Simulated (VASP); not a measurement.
# SnW (P6_3/mmc) in VASP: relaxation of cell and atoms with PBE

Aim: the relaxation of cell and atoms of SnW with PBE.

All numbers are computed with VASP 6.6.1; they aren't measurements. Logs are shortened: lines on timing, memory, paths and dates and some standing lists are left out, and cuts for length are marked.

## 1. The cell of the first run

Symmetry: P6_3/mmc, No. 194, hexagonal system. The conventional cell has a = 4.275 Å, b = 4.275 Å, c = 5.458 Å, α = 90.00°, β = 90.00°, γ = 120.00°. Sn (site symmetry -6m2) has 6 W at 2.82 Å and 6 Sn at 3.68 Å within 3.7 Å. W (site symmetry -3m) has 2 W at 2.73 Å and 6 Sn at 2.82 Å within 3.6 Å.

The cell was generated, and may not be a known phase.

## 2. Relaxation of cell and atoms, PBE

INCAR reads:

```
SYSTEM = SnW
ALGO = Fast ; EDIFF = 1E-7
EDIFFG = -0.01 ; ENCUT = 600
GGA = PE ; IBRION = 2
ISIF = 3 ; ISMEAR = 0
LASPH = .True. ; LCHARG = .False.
LREAL = .False. ; LWAVE = .False.
NELM = 100 ; NSW = 100
PREC = Accurate ; SIGMA = 0.1
```

KPOINTS reads:

```
k-points
0
Gamma
  12 12 8
  0 0 0
```

POSCAR reads:

```
SnW
1.0
    4.2746065100      0.0000000000      0.0000000000
   -2.1373032600      3.7019178300      0.0000000000
    0.0000000000      0.0000000000      5.4577863800
Sn W
2 2
Direct
    0.3333333300      0.6666666700      0.2500000000
    0.6666666700      0.3333333300      0.7500000000
    0.0000000000      0.0000000000      0.5000000000
    0.0000000000      0.0000000000      0.0000000000
```

Potentials or basis: VASP PAW PBE potentials, release 64 (Sn_d, W_sv).

Command:

```
> cat potpaw_PBE.64/Sn_d/POTCAR potpaw_PBE.64/W_sv/POTCAR > POTCAR
> mpirun -np 1 vasp_std > vasp.out
```

OUTCAR:

```text
SYSTEM = SnW
   EDIFF = 1E-7
   EDIFFG = -0.01
   ENCUT = 600
   GGA = PE
   IBRION = 2
   ISIF = 3
   ISMEAR = 0
   LASPH = .True.
   LREAL = .False.
   NELM = 100
   NSW = 100
   PREC = Accurate

 ion  position               nearest neighbor table
   1  0.333  0.667  0.250-   3 2.82   4 2.82   3 2.82   4 2.82   3 2.82   4 2.82   2 3.68   2 3.68
                             2 3.68   2 3.68   2 3.68   2 3.68
   2  0.667  0.333  0.750-   3 2.82   4 2.82   3 2.82   4 2.82   3 2.82   4 2.82   1 3.68   1 3.68
                             1 3.68   1 3.68   1 3.68   1 3.68
   3  0.000  0.000  0.500-   4 2.73   4 2.73   1 2.82   2 2.82   2 2.82   1 2.82   2 2.82   1 2.82

   4  0.000  0.000  0.000-   3 2.73   3 2.73   1 2.82   2 2.82   2 2.82   1 2.82   2 2.82   1 2.82

  LATTYP: Found a hexagonal cell.
 ALAT       =     4.2746065100
 C/A-ratio  =     1.2767926983

  Lattice vectors:

 A1 = (   4.2746065100,   0.0000000000,   0.0000000000)
 A2 = (  -2.1373032600,   3.7019178300,   0.0000000000)
 A3 = (   0.0000000000,   0.0000000000,   5.4577863800)

Analysis of symmetry for initial positions (statically):
=====================================================================
 Subroutine PRICEL returns:
 Original cell was already a primitive cell.

 Routine SETGRP: Setting up the symmetry group for a
 hexagonal supercell.

 Subroutine GETGRP returns: Found 24 space group operations
 (whereof 12 operations were pure point group operations)
 out of a pool of 24 trial point group operations.

The static configuration has the point symmetry D_3d.
 The point group associated with its full space group is D_6h.

Analysis of symmetry for dynamics (positions and initial velocities):
=====================================================================
 Subroutine PRICEL returns:
 Original cell was already a primitive cell.

 Routine SETGRP: Setting up the symmetry group for a
 hexagonal supercell.

 Subroutine GETGRP returns: Found 24 space group operations
 (whereof 12 operations were pure point group operations)
 out of a pool of 24 trial point group operations.

The dynamic configuration has the point symmetry D_3d.
 The point group associated with its full space group is D_6h.

 Subroutine INISYM returns: Found 24 space group operations
 (whereof 12 operations are pure point group operations),
 and found     1 'primitive' translations

----------------------------------------------------------------------------------------

                                     Primitive cell

  volume of cell :      86.3653

  direct lattice vectors                    reciprocal lattice vectors
     4.274606510  0.000000000  0.000000000     0.233939662  0.135065127  0.000000000
    -2.137303260  3.701917830  0.000000000     0.000000000  0.270130253  0.000000000
     0.000000000  0.000000000  5.457786380     0.000000000  0.000000000  0.183224467

  length of vectors
     4.274606510  4.274606514  5.457786380     0.270130253  0.270130253  0.183224467

  position of ions in fractional coordinates (direct lattice)
     0.333333330  0.666666670  0.250000000
     0.666666670  0.333333330  0.750000000
     0.000000000  0.000000000  0.500000000
     0.000000000  0.000000000  0.000000000

  ion indices of the primitive-cell ions
   primitive index   ion index
                 1           1
                 2           2
                 3           3
                 4           4

----------------------------------------------------------------------------------------

 KPOINTS: k-points

Automatic generation of k-mesh.
 Grid dimensions read from file:
 generate k-points for:   12   12    8

 Generating k-lattice:

  Cartesian coordinates                     Fractional coordinates (reciprocal lattice)
     0.019494972  0.011255427  0.000000000     0.083333333 -0.000000000  0.000000000
     0.000000000  0.022510854  0.000000000     0.000000000  0.083333333  0.000000000
     0.000000000  0.000000000  0.022903058     0.000000000  0.000000000  0.125000000

  Length of vectors
     0.022510854  0.022510854  0.022903058

  Shift w.r.t. Gamma in fractional coordinates (k-lattice)
     0.000000000  0.000000000  0.000000000

 Subroutine IBZKPT returns following result:
 ===========================================

 Found     95 irreducible k-points:

 Following reciprocal coordinates:
            Coordinates               Weight
  0.000000  0.000000  0.000000      1.000000
  0.083333 -0.000000  0.000000      6.000000
  0.166667  0.000000  0.000000      6.000000
  0.250000  0.000000  0.000000      6.000000
  0.333333  0.000000  0.000000      6.000000
  0.416667  0.000000  0.000000      6.000000
[... 16 lines left out ...]
  0.250000  0.000000  0.125000     12.000000
  0.333333  0.000000  0.125000     12.000000
 [... further k-points ...]
   k-points           NKPTS =     95   k-points in BZ     NKDIM =     95   number of bands    NBANDS=     33
   number of dos      NEDOS =    301   number of ions     NIONS =      4
   total plane-waves  NPLWV =  62208
   dimension x,y,z NGX =    36 NGY =   36 NGZ =   48
   dimension x,y,z NGXF=    72 NGYF=   72 NGZF=   96
   ions per type =               2   2
   NGX,Y,Z   is equivalent  to a cutoff of  14.00, 14.00, 14.62 a.u.
   NGXF,Y,Z  is equivalent  to a cutoff of  28.00, 28.00, 29.24 a.u.
 SYSTEM =  SnW
   PREC   = accura    normal or accurate (medium, high low for compatibility)
   ISTART =      0    job   : 0-new  1-cont  2-samecut
   ICHARG =      2    charge: 1-file 2-atom 10-const
   ISPIN  =      1    spin polarized calculation?
   LNONCOLLINEAR =      F non collinear calculations
   LSORBIT =      F    spin-orbit coupling
   LASPH  =      T    aspherical Exc in radial PAW
   ENCUT  =  600.0 eV  44.10 Ry    6.64 a.u.   8.54  8.54 10.90*2*pi/ulx,y,z
   NELM   =    100;   NELMIN=  2; NELMDL= -5     # of ELM steps
   EDIFF  = 0.1E-06   stopping-criterion for ELM
   LREAL  =      F    real-space projection
   EDIFFG = -.1E-01   stopping-criterion for IOM
   NSW    =    100    number of steps for IOM
   IBRION =      2    ionic relax: 0-MD 1-quasi-New 2-CG
   NFREE  =      1    steps in history (QN), initial steepest desc. (CG)
   ISIF   =      3    stress and relaxation
   ISYM   =      2    0-nonsym 1-usesym 2-fastsym
   POTIM  = 0.5000    time-step for ionic-motion
   TEBEG  =    0.0;   TEEND  =   0.0 temperature during run
   PSTRESS=    0.0 pullay stress
   NELECT =      56.0000    total number of electrons
   NUPDOWN=      -1.0000    fix difference up-down
   EMIN   =  10.00;   EMAX   =-10.00  energy-range for DOS
   EFERMI =   0.00;   METHOD = LEGACY
   ISMEAR =     0;   SIGMA  =   0.10  broadening in eV -4-tet -1-fermi 0-gaus
   EFERMI_NEDOS =   21; number of points for ismear=-14 and -15
   IALGO  =     68    algorithm
   IMIX   =      4    mixing-type and parameters
     AMIX     =   0.40;   BMIX     =  1.00
     AMIX_MAG =   1.60;   BMIX_MAG =  1.00
  volume/ion in A,a.u.               =      21.59       145.71
  Fermi-wavevector in a.u.,A,eV,Ry     =   1.416960  2.677667 27.317459  2.007777
  Thomas-Fermi vector in A             =   2.538240
   LORBIT       =      0    0 simple, 1 ext, 2 COOP (PROOUT), +10 PAW based schemes
   GGA     = PE    functional components
   LHFCALC =     F    Hartree Fock is set to
   AEXX    =    0.0000 exact exchange contribution
   IVDW    =     0    specifies the selected vdW correction
   LEPSILON=     F    determine dielectric tensor
   LRPA    =     F    only Hartree local field effects (RPA)
 conjugate gradient relaxation of ions
 non-spin polarized calculation
 RMM-DIIS sequential band-by-band and
 Gauss-broadening in eV      SIGMA  =   0.10
  energy-cutoff  :      600.00
  volume of cell :       86.37
 maximum number of plane-waves:      2938
 NGX is ok and might be reduce to    36
   NGX = 17   NGY = 17   NGZ = 21

--------------------------------------- Ionic step        1  -------------------------------------------

 number of electron      56.0000009 magnetization

 Free energy of the ion-electron system (eV)
  ---------------------------------------------------
  ext. energy  EPLUGINS =         0.00000000
  ---------------------------------------------------
  free energy    TOTEN  =       -29.91054173 eV

  energy without entropy =      -29.87290353  energy(sigma->0) =      -29.89172263

------------------------ aborting loop because EDIFF is reached ----------------------------------------

  FORCE on cell =-STRESS in cart. coord.  units (eV):
  Direction    XX          YY          ZZ          XY          YZ          ZX
  --------------------------------------------------------------------------------------
  -------------------------------------------------------------------------------------
  Total        1.7832854      1.7832854      1.6652435     -0.0000000      0.0000000      0.0000000
  in kB       33.0820182     33.0820182     30.8922026     -0.0000000      0.0000000      0.0000000
  external PRESSURE =      32.3520797 kB  Pullay stress =       0.0000000 kB
[... 213 lines left out ...]
  energy  without entropy=      -29.8951767858  energy(sigma->0) =      -29.91423598

--------------------------------------- Ionic step        7  -------------------------------------------

 number of electron      55.9999997 magnetization

 Free energy of the ion-electron system (eV)
  ---------------------------------------------------
  ext. energy  EPLUGINS =         0.00000000
  ---------------------------------------------------
  free energy    TOTEN  =       -29.93339068 eV

  energy without entropy =      -29.89538772  energy(sigma->0) =      -29.91438920

 E-fermi :   8.2841     XC(G=0): -11.3963

 val. band max:        8.2827100741   @ k =   0.1667   0.1667   0.1250
 cond. band min:       8.2847105502   @ k =   0.2500   0.0833   0.2500
 fundamental gap:      0.0020004761
 Fermi energy:         8.2840537943

 k-point     1 :       0.0000    0.0000    0.0000
  band No.  band energies     occupation
      1     -65.5298      2.00000
      2     -65.4676      2.00000
      3     -30.0591      2.00000
      4     -29.8211      2.00000
      5     -29.8211      2.00000
      6     -29.7173      2.00000
[... 853 lines left out ...]
     32      10.7467      0.00000
     33      11.0760      0.00000

 [... further k-points ...]

------------------------ aborting loop because EDIFF is reached ----------------------------------------

  FORCE on cell =-STRESS in cart. coord.  units (eV):
  Direction    XX          YY          ZZ          XY          YZ          ZX
  --------------------------------------------------------------------------------------
  -------------------------------------------------------------------------------------
  Total        0.0219079      0.0219079      0.0323597     -0.0000000      0.0000000      0.0000000
  in kB        0.3962244      0.3962244      0.5852534     -0.0000000      0.0000000      0.0000000
  external PRESSURE =       0.4592340 kB  Pullay stress =       0.0000000 kB
[... 19 lines left out ...]
  FREE ENERGIE OF THE ION-ELECTRON SYSTEM (eV)
  ---------------------------------------------------
  free  energy   TOTEN  =       -29.9333906828 eV

  energy  without entropy=      -29.8953877154  energy(sigma->0) =      -29.91438920

 reached required accuracy - stopping structural energy minimisation
```

It took 24 min on 1 thread of Intel Xeon Platinum 8488C (Sapphire Rapids), shared host; peak memory 0.45 GiB.

What came out:

```
Free energy                           : -29.9334 eV
Relaxed volume                        : 22.15 Å³/atom
Relaxed cell                          : a = 4.333 Å, b = 4.333 Å, c = 5.449 Å, α = 90.00°, β = 90.00°, γ = 120.00°
Space group after relaxing (to 0.1 Å) : P6_3/mmc (No. 194)
Energy gained by relaxing             : 5.7 meV/atom
Ionic steps                           : 7
Pressure after relaxing               : 0.0 GPa
Band gap on the k mesh                : zero (bands 28 and 29 overlap by 0.62 eV)
```

The path:
```tsv
step	energy change (eV)	largest force (eV/Å)	pressure (GPa)	volume (Å³)
1	0.0000	0.0000	3.24	86.37
2	0.0355	0.0000	-4.84	91.93
3	-0.0199	0.0000	-0.06	88.40
4	-0.0199	0.0000	0.02	88.36
5	-0.0219	0.0000	0.03	88.46
6	-0.0228	0.0000	0.04	88.55
7	-0.0228	0.0000	0.05	88.59
```

Final structure:
```yaml
crystal:
  lattice:
    - [4.33292, 0.00000, 0.00000]
    - [-2.16646, 3.75242, 0.00000]
    - [0.00000, 0.00000, 5.44853]
  atoms:
    - { symbol: Sn, position: [0.33333, 0.66667, 0.25000] }
    - { symbol: Sn, position: [0.66667, 0.33333, 0.75000] }
    - { symbol: W, position: [0.00000, 0.00000, 0.50000] }
    - { symbol: W, position: [0.00000, 0.00000, 0.00000] }
```

Caveat: spin-orbit coupling is left out, which moves the levels of the heavy elements.
